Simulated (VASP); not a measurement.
Set up this calculation in VASP 6.6.1, as the native input.

```yaml
Task: single point
Functional: PBE
Potentials_or_basis: VASP PAW PBE potentials, release 64 (Na_pv, Ru_pv)
Cutoff: 520 eV
k_mesh: 18 × 18 × 18
Occupations: gaussian, width 0.1 eV
Spin: collinear spin, ferromagnetic start
Starting_moments: "[0.0, 1.95] μB"
Dipole_correction: no
Further_INCAR_settings: ALGO = Normal; EDIFF = 1e-06; NBANDS = 22
```

The structure of NaRu lies in POSCAR:

```
NaRu
1.0
    3.3030772005      0.0000000000      0.0000000000
    0.0000000000      3.3030772005      0.0000000000
    0.0000000000      0.0000000000      3.3030772005
Na Ru
1 1
Direct
    0.5000000000      0.5000000000      0.5000000000
    0.0000000000      0.0000000000      0.0000000000
```

The input as run:

INCAR

```
SYSTEM = NaRu
  PREC = Accurate
  ENCUT = 520
  EDIFF = 1E-6
  ISMEAR = 0
  SIGMA = 0.1
  LREAL = .False.
  LASPH = .True.
  NELM = 150
  ALGO = Normal
  ISIF = 2
  LWAVE = .False.
  LCHARG = .False.
  ISPIN = 2
  MAGMOM = 0 1.95
  LORBIT = 11
  LMAXMIX = 4
  GGA = PE
  NBANDS = 22
```

KPOINTS

```
Automatic mesh
0
Gamma
  18 18 18
  0 0 0
```

Potentials or basis: VASP PAW PBE potentials, release 64 (Na_pv, Ru_pv).

Run with:

```console
$ cat potpaw_PBE.64/Na_pv/POTCAR potpaw_PBE.64/Ru_pv/POTCAR > POTCAR
$ mpirun -np 1 vasp_std > vasp.out
```

Results of the run:

The pressure is 0.1 GPa, the net moment is 1.86 μB per cell and the site moments are Na -0.01; Ru +1.76 μB. The valence electrons inside the program's atomic spheres are Na 6.17; Ru 12.37.

It took 110 s on 1 thread of Intel(R) Xeon(R) 6975P-C (Granite Rapids) (shared host), peak memory 0.36 GiB.
